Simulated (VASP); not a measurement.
Crystal: GaN.

```
Ga N
1.0
     0.08747    2.24647    2.24647
     2.24647    0.08747    2.24647
     2.24647    2.24647    0.08747
Ga N
1 1
Cartesian
  0.0149 0.0149 0.0149
  1.1302 1.1302 1.1302
```

This cell differs from its parent crystal: epitaxial 111 strain -4.0%.

Base run:

| Quantity | Value |
| --- | --- |
| Program | VASP 6.6.1 |
| Functional | PBE |
| Potentials or basis | VASP PAW PBE potentials, release 64 (Ga_d, N) |
| Cutoff | 520 eV |
| k mesh | 6 × 6 × 6 |
| Occupations | gaussian, width 0.01 eV |
| Spin | no spin polarisation |

Its results: band gap on the k mesh 1.89 eV, direct; pressure 20.4 GPa; largest force 0.044 eV/Å.

Q: The run is repeated on the same cell with these changes: functional from PBE to r2SCAN; k mesh from 6 × 6 × 6 to 10 × 10 × 10. What comes out?

A: Band gap on the k mesh 2.30 eV, direct; pressure 15.5 GPa; largest force 0.020 eV/Å.

Several settings changed at once, so the effect can't be laid on one alone.

Caveats: the PAW data sets were made with another functional, which shifts forces and pressure a little (some runs).

